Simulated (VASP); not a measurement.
# SiTe2 (Fm-3m) in VASP: further runs

The runs below take SiTe2 through single point, with LDA.

Program: VASP 6.6.1. These are calculated values, not measurements. Logs are shortened: lines on timing, memory, paths and dates and some standing lists are left out, and cuts for length are marked.

### 1 The cell of the first run

It takes space group Fm-3m (No. 225, cubic). The conventional cell has a = 6.000 Å, b = 6.000 Å, c = 6.000 Å, α = 90.00°, β = 90.00°, γ = 90.00°. Within 3.4 Å of Si (site symmetry m-3m) lie 8 Te at 2.60 Å. Te (site symmetry -43m) has 4 Si at 2.60 Å and 6 Te at 3.00 Å within 3.4 Å.

### 2 Single point, LDA

INCAR reads:

```
ALGO = Normal ; EDIFF = 1E-6
ENCUT = 500 ; GGA = CA
GGA_COMPAT = False ; ISIF = 2
ISMEAR = -1 ; LASPH = True
LCHARG = False ; LREAL = False
LWAVE = False ; NBANDS = 15
NELM = 120 ; PREC = Accurate
SIGMA = 0.02
```

KPOINTS reads:

```
k-points
0
Gamma
  4 4 4
```

POSCAR reads:

```
SiTe2
1.0
    0.0000000000      2.9998587787      2.9998587787
    2.9998587787      0.0000000000      2.9998587787
    2.9998587787      2.9998587787      0.0000000000
Si Te
1 2
Direct
    0.0000000000      0.0000000000      0.0000000000
    0.2500000000      0.2500000000      0.2500000000
    0.7500000000      0.7500000000      0.7500000000
```

Potentials or basis: VASP PAW LDA potentials, release 64 (Si, Te).

Started as:

```bash
> cat potpaw_LDA.64/Si/POTCAR potpaw_LDA.64/Te/POTCAR > POTCAR
> mpirun -np 1 vasp_std > vasp.out
```

OUTCAR:

```text
EDIFF = 1E-6
   ENCUT = 500
   GGA = CA
   ISIF = 2
   ISMEAR = -1
   LASPH = True
   LREAL = False
   NELM = 120
   PREC = Accurate

 ion  position               nearest neighbor table
   1  0.000  0.000  0.000-   3 2.60   3 2.60   3 2.60   2 2.60   3 2.60   2 2.60   2 2.60   2 2.60

   2  0.250  0.250  0.250-   1 2.60   1 2.60   1 2.60   1 2.60   3 3.00   3 3.00   3 3.00   3 3.00
                             3 3.00   3 3.00
   3  0.750  0.750  0.750-   1 2.60   1 2.60   1 2.60   1 2.60   2 3.00   2 3.00   2 3.00   2 3.00
                             2 3.00   2 3.00

  LATTYP: Found a face centered cubic cell.
 ALAT       =     5.9997175574

  Lattice vectors:

 A1 = (   0.0000000000,   2.9998587787,   2.9998587787)
 A2 = (   2.9998587787,   0.0000000000,   2.9998587787)
 A3 = (   2.9998587787,   2.9998587787,   0.0000000000)

Analysis of symmetry for initial positions (statically):
=====================================================================
 Subroutine PRICEL returns:
 Original cell was already a primitive cell.

 Routine SETGRP: Setting up the symmetry group for a
 face centered cubic supercell.

 Subroutine GETGRP returns: Found 48 space group operations
 (whereof 48 operations were pure point group operations)
 out of a pool of 48 trial point group operations.

The static configuration has the point symmetry O_h .

Analysis of symmetry for dynamics (positions and initial velocities):
=====================================================================
 Subroutine PRICEL returns:
 Original cell was already a primitive cell.

 Routine SETGRP: Setting up the symmetry group for a
 face centered cubic supercell.

 Subroutine GETGRP returns: Found 48 space group operations
 (whereof 48 operations were pure point group operations)
 out of a pool of 48 trial point group operations.

The dynamic configuration has the point symmetry O_h .

 Subroutine INISYM returns: Found 48 space group operations
 (whereof 48 operations are pure point group operations),
 and found     1 'primitive' translations

----------------------------------------------------------------------------------------

                                     Primitive cell

  volume of cell :      53.9924

  direct lattice vectors                    reciprocal lattice vectors
     0.000000000  2.999858779  2.999858779    -0.166674513  0.166674513  0.166674513
     2.999858779  0.000000000  2.999858779     0.166674513 -0.166674513  0.166674513
     2.999858779  2.999858779  0.000000000     0.166674513  0.166674513 -0.166674513

  length of vectors
[... 81 lines left out ...]
   EFERMI =   0.00;   METHOD = LEGACY
   ISMEAR =    -1;   SIGMA  =   0.02  broadening in eV -4-tet -1-fermi 0-gaus
   EFERMI_NEDOS =   21; number of points for ismear=-14 and -15
   IALGO  =     38    algorithm
   IMIX   =      4    mixing-type and parameters
     AMIX     =   0.40;   BMIX     =  1.00
     AMIX_MAG =   1.60;   BMIX_MAG =  1.00
  volume/ion in A,a.u.               =      18.00       121.45
  Fermi-wavevector in a.u.,A,eV,Ry     =   1.091450  2.062542 16.208131  1.191264
  Thomas-Fermi vector in A             =   2.227696
   LORBIT       =      0    0 simple, 1 ext, 2 COOP (PROOUT), +10 PAW based schemes
   GGA     = CA    functional components
   LHFCALC =     F    Hartree Fock is set to
   AEXX    =    0.0000 exact exchange contribution
   IVDW    =     0    specifies the selected vdW correction
   LEPSILON=     F    determine dielectric tensor
   LRPA    =     F    only Hartree local field effects (RPA)
 non-spin polarized calculation
  energy-cutoff  :      500.00
  volume of cell :       53.99
 maximum number of plane-waves:      1384
 NGX is ok and might be reduce to    32
   NGX = 15   NGY = 15   NGZ = 15

 number of electron      15.9999999 magnetization

 Free energy of the ion-electron system (eV)
  ---------------------------------------------------
  ext. energy  EPLUGINS =         0.00000000
  ---------------------------------------------------
  free energy    TOTEN  =        -9.85009216 eV

  energy without entropy =       -9.84840091  energy(sigma->0) =       -9.84924654

 E-fermi :  13.1845     XC(G=0): -11.5572

 val. band max:       13.1522710654   @ k =  -0.2500   0.5000   0.2500
 cond. band min:      13.4292769224   @ k =   0.2500   0.0000   0.0000
 fundamental gap:      0.2770058570
 Fermi energy:        13.1844636249

 k-point     1 :       0.0000    0.0000    0.0000
  band No.  band energies     occupation
      1      -4.6132      2.00000
      2       4.3261      2.00000
      3       7.4646      2.00000
      4       7.4646      2.00000
      5       7.4646      2.00000
      6       9.6395      2.00000
      7       9.6395      2.00000
      8       9.6395      2.00000
      9      10.3476      2.00000
     10      14.0785      0.00000
     11      14.0785      0.00000
     12      14.0785      0.00000
     13      15.9749      0.00000
     14      15.9749      0.00000
[... 113 lines left out ...]
      2      -0.6560      2.00000
      3       1.5022      2.00000
      4       3.8832      2.00000
      5       8.7250      2.00000
      6       8.7250      2.00000
      7      11.7561      2.00000
      8      13.1523      1.66672
      9      14.6862      0.00000
     10      15.9075      0.00000
     11      17.7579      0.00000
     12      17.7579      0.00000
     13      19.9595      0.00000
     14      20.7102      0.00000
     15      21.6878      0.00000

------------------------ aborting loop because EDIFF is reached ----------------------------------------

  FORCE on cell =-STRESS in cart. coord.  units (eV):
  Direction    XX          YY          ZZ          XY          YZ          ZX
  --------------------------------------------------------------------------------------
  -------------------------------------------------------------------------------------
  Total       15.4032727     15.4032727     15.4032727      0.0000000      0.0000000      0.0000000
  in kB      457.0788854    457.0788854    457.0788854      0.0000000      0.0000000      0.0000000
  external PRESSURE =     457.0788854 kB  Pullay stress =       0.0000000 kB

 VOLUME and BASIS-vectors are now :
 -----------------------------------------------------------------------------
  energy-cutoff  :      500.00
  volume of cell :       53.99
      direct lattice vectors                 reciprocal lattice vectors
     0.000000000  2.999858779  2.999858779    -0.166674513  0.166674513  0.166674513
     2.999858779  0.000000000  2.999858779     0.166674513 -0.166674513  0.166674513
     2.999858779  2.999858779  0.000000000     0.166674513  0.166674513 -0.166674513

 POSITION                                       TOTAL-FORCE (eV/Angst)
 -----------------------------------------------------------------------------------
      0.00000      0.00000      0.00000         0.000000      0.000000      0.000000
      1.49993      1.49993      1.49993        -0.000000      0.000000     -0.000000
      4.49979      4.49979      4.49979        -0.000000     -0.000000      0.000000
 -----------------------------------------------------------------------------------
    total drift:                               -0.000000      0.000000      0.000000

  FREE ENERGIE OF THE ION-ELECTRON SYSTEM (eV)
  ---------------------------------------------------
  free  energy   TOTEN  =        -9.8500921595 eV

  energy  without entropy=       -9.8484009148  energy(sigma->0) =       -9.84924654
```

stdout:

```text
POSCAR found type information on POSCAR SiTe
 POSCAR found :  2 types and       3 ions
 scaLAPACK will be used
 LDA part: xc-table for (Slater(with rela. corr.)+CA(PZ))
 , standard interpolation
 POSCAR, INCAR and KPOINTS ok, starting setup
 FFT: planning ... GRIDC
 FFT: planning ... GRID_SOFT
 FFT: planning ... GRID
 WAVECAR not read
 entering main loop
```

Run time: 5 s. Hardware: 1 thread of Intel Xeon Platinum 8488C (Sapphire Rapids), shared host; peak memory 0.15 GiB.

Results:

* Free energy: -9.8501 eV
* Pressure: 45.7 GPa
* Band gap on the k mesh: zero (bands 8 and 9 overlap by 3.82 eV)

Levels at points of the mesh, in eV from the Fermi level:
```tsv
k point	band 5	band 6	band 7	band 8	band 9	band 10	band 11	band 12
(0.00, 0.00, 0.00)	-5.72	-3.54	-3.54	-3.54	-2.84	0.89	0.89	0.89
(0.50, 0.00, 0.00)	-6.06	-4.50	-4.50	-3.34	2.72	3.27	3.27	4.15
(0.50, 0.50, 0.00)	-8.50	-4.04	0.99	0.99	3.68	3.73	4.43	4.43
```

Caveat: the k points lie up to 0.45 Å⁻¹ apart, too coarse for converged energies and pressures of a metal; spin-orbit coupling is left out, which moves the levels of the heavy elements.

### 3 Single point, LDA

This run uses another cell than the first one, of 19.58 Å³/atom.

INCAR reads:

```
PREC = Accurate
ENCUT = 500
EDIFF = 1E-6
ISMEAR = -1
SIGMA = 0.02
LREAL = F
LASPH = T
NELM = 120
ALGO = Normal
ISIF = 2
LWAVE = F
LCHARG = F
NBANDS = 15
GGA_COMPAT = F
```

KPOINTS reads:

```
Automatic mesh
0
Gamma
  4 4 4
```

POSCAR reads:

```
SiTe2
1.0
    0.0000000000      3.0851286848      3.0851286848
    3.0851286848      0.0000000000      3.0851286848
    3.0851286848      3.0851286848      0.0000000000
Si Te
1 2
Direct
    0.0000000000      0.0000000000      0.0000000000
    0.2500000000      0.2500000000      0.2500000000
    0.7500000000      0.7500000000      0.7500000000
```

Potentials or basis: VASP PAW LDA potentials, release 64 (Si, Te).

Started as:

```bash
> cat potpaw_LDA.64/Si/POTCAR potpaw_LDA.64/Te/POTCAR > POTCAR
> mpirun -np 1 vasp_std > vasp.out
```

OUTCAR:

```text
PREC = Accurate
   ENCUT = 500
   EDIFF = 1E-6
   ISMEAR = -1
   LREAL = F
   LASPH = T
   NELM = 120
   ISIF = 2

 ion  position               nearest neighbor table
   1  0.000  0.000  0.000-   3 2.67   3 2.67   3 2.67   2 2.67   3 2.67   2 2.67   2 2.67   2 2.67

   2  0.250  0.250  0.250-   1 2.67   1 2.67   1 2.67   1 2.67   3 3.09   3 3.09   3 3.09   3 3.09
                             3 3.09   3 3.09
   3  0.750  0.750  0.750-   1 2.67   1 2.67   1 2.67   1 2.67   2 3.09   2 3.09   2 3.09   2 3.09
                             2 3.09   2 3.09

[... 320 lines left out ...]
  FORCE on cell =-STRESS in cart. coord.  units (eV):
  Direction    XX          YY          ZZ          XY          YZ          ZX
  --------------------------------------------------------------------------------------
  -------------------------------------------------------------------------------------
  Total       11.1174740     11.1174740     11.1174740      0.0000000      0.0000000     -0.0000000
  in kB      303.2961212    303.2961212    303.2961212      0.0000000      0.0000000     -0.0000000
  external PRESSURE =     303.2961212 kB  Pullay stress =       0.0000000 kB

 VOLUME and BASIS-vectors are now :
 -----------------------------------------------------------------------------
  energy-cutoff  :      500.00
  volume of cell :       58.73
      direct lattice vectors                 reciprocal lattice vectors
     0.000000000  3.085128685  3.085128685    -0.162067794  0.162067794  0.162067794
     3.085128685  0.000000000  3.085128685     0.162067794 -0.162067794  0.162067794
     3.085128685  3.085128685  0.000000000     0.162067794  0.162067794 -0.162067794

 POSITION                                       TOTAL-FORCE (eV/Angst)
 -----------------------------------------------------------------------------------
      0.00000      0.00000      0.00000        -0.000000      0.000000     -0.000000
      1.54256      1.54256      1.54256         0.000000      0.000000      0.000000
      4.62769      4.62769      4.62769        -0.000000     -0.000000     -0.000000
 -----------------------------------------------------------------------------------
    total drift:                               -0.000000      0.000000      0.000000

  FREE ENERGIE OF THE ION-ELECTRON SYSTEM (eV)
  ---------------------------------------------------
  free  energy   TOTEN  =       -10.9457629708 eV

  energy  without entropy=      -10.9418378944  energy(sigma->0) =      -10.94380043
```

Wall time 6.8 s (1 thread of Intel Xeon Platinum 8488C (Sapphire Rapids), shared host); peak memory 0.15 GiB.

Results:

```
Free energy            : -10.9458 eV
Pressure               : 30.3 GPa
Band gap on the k mesh : zero (bands 8 and 9 overlap by 4.11 eV)
```

Caveat: the k points lie up to 0.44 Å⁻¹ apart, too coarse for converged energies and pressures of a metal; spin-orbit coupling is left out, which moves the levels of the heavy elements.

### 4 Single point, LDA

This run uses another cell than the first one, of 21.77 Å³/atom.

INCAR reads:

```
SYSTEM = SiTe2
PREC = Accurate ; ENCUT = 500
EDIFF = 1E-6 ; ISMEAR = -1
SIGMA = 0.02 ; LREAL = .FALSE.
LASPH = .TRUE. ; NELM = 120
ALGO = Normal ; ISIF = 2
LWAVE = .FALSE. ; LCHARG = .TRUE.
GGA = CA ; LELF = .TRUE.
LVHAR = .TRUE. ; NBANDS = 15
GGA_COMPAT = .FALSE.
```

KPOINTS reads:

```
Automatic mesh
0
G
  4 4 4
  0 0 0
```

POSCAR reads:

```
SiTe2
1.0
    0.0000000000      3.1963251034      3.1963251034
    3.1963251034      0.0000000000      3.1963251034
    3.1963251034      3.1963251034      0.0000000000
Si Te
1 2
Direct
    0.0000000000      0.0000000000      0.0000000000
    0.2500000000      0.2500000000      0.2500000000
    0.7500000000      0.7500000000      0.7500000000
```

Started as:

```bash
> cat potpaw_LDA.64/Si/POTCAR potpaw_LDA.64/Te/POTCAR > POTCAR
> mpirun -np 1 vasp_std > vasp.out
```

Wall time 8.4 s (1 thread of Intel Xeon Platinum 8488C (Sapphire Rapids), shared host); peak memory 0.16 GiB.

The run converged. Its results:

```yaml
Free_energy: -11.8551 eV
Pressure: 15.2 GPa
Band_gap_on_the_k_mesh: zero (bands 8 and 9 overlap by 3.58 eV)
```

Levels at points of the mesh, in eV from the Fermi level:
```
           k point  band 6  band 7  band 8  band 9  band 10  band 11
(0.00, 0.00, 0.00)   -3.86   -3.00   -3.00   -3.00     0.94     0.94
(0.50, 0.00, 0.00)   -3.76   -3.76   -3.40    1.51     2.91     2.91
(0.50, 0.50, 0.00)   -3.43    0.58    0.58    2.45     2.48     3.84
```

Caveat: the k points lie up to 0.43 Å⁻¹ apart, too coarse for converged energies and pressures of a metal; spin-orbit coupling is left out, which moves the levels of the heavy elements.

### 5 Overview

| cell | gap on the mesh (eV) | pressure (GPa) |
| --- | --- | --- |
| a = 4.242 Å, angles 60.0°, 3 atoms | none | 45.7 |
| a = 4.363 Å, angles 60.0°, 3 atoms | none | 30.3 |
| a = 4.520 Å, angles 60.0°, 3 atoms | none | 15.2 |

Alike in all rows: task single point; level LDA; potentials or basis VASP PAW LDA potentials, release 64 (Si, Te); no spin polarisation; k mesh 4 × 4 × 4; cutoff (eV) 500; smearing fermi-dirac 0.02 eV.

Caveats: all runs use coarse meshes; spin-orbit coupling is left out, which moves the levels of the heavy elements.

Total energies depend on the potentials used, so only differences within one code and one set of settings carry meaning.
